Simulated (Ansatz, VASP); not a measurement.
Ti: VASP beside Ansatz

Contents of INCAR:

```
PREC = Accurate
ENCUT = 520
EDIFF = 1E-7
ISMEAR = 0
SIGMA = 0.15
LREAL = False
LASPH = True
NELM = 80
ALGO = Fast
ISIF = 2
LWAVE = False
LCHARG = False
GGA = PS
NBANDS = 12
```

Contents of KPOINTS:

```
regular mesh
0
Gamma
  26 26 26
```

The input POSCAR:

```
Ti
1.0
   -1.6051160629      1.4446044566      1.6051160629
    1.6051160629     -1.4446044566      1.6051160629
    1.6051160629      1.4446044566     -1.6051160629
Ti
1
Direct
    0.0000000000      0.0000000000      0.0000000000
```

Input for Ansatz:

```yaml
crystal:
  lattice:
    - [-1.6051160629, 1.4446044566, 1.6051160629]
    - [1.6051160629, -1.4446044566, 1.6051160629]
    - [1.6051160629, 1.4446044566, -1.6051160629]
  atoms:
    - { symbol: Ti, position: [0.0, 0.0, 0.0] }
basis:
  ecutwfc: 420
kpoints:
  mp_grid: { grid: [26, 26, 26] }
hamiltonian:
  xc: pbesol
scf:
  occupations: { method: gaussian, width: 0.15 }
output:
  forces: true
  stress: true
  eigenvalues: true
```

Change from the starting cell: strain -0.1000 x Voigt [0, 1, 0, 0, 0, 0], atoms carried along.

Alike in both runs: task single point; functional PBEsol; k mesh 26 × 26 × 26; occupations gaussian, width 0.15 eV; no spin polarisation.

|  | VASP | Ansatz |
| --- | --- | --- |
| version | VASP 6.6.1 | Ansatz 0.2.0 |
| potentials or method | VASP PAW PBE potentials, release 64 (Ti_sv), cutoff 520 eV | scalar-relativistic, plane waves, PAW |
| valence electrons in the cell | 12 | 12 |

```tsv
	VASP	Ansatz	Ansatz less VASP
gap on the k mesh at the Fermi level (eV)	none	none	-
pressure (GPa)	13.8	14.3	+0.49
traceless stress, the component that is largest in VASP (GPa)	-1.90	-1.86	+0.039
```

VASP's potentials were made for PBE, not for PBEsol. A gap of «none» marks a metal or a gap that the smearing closes. With one functional, cell and mesh, what is left measures potentials, basis and numerics.
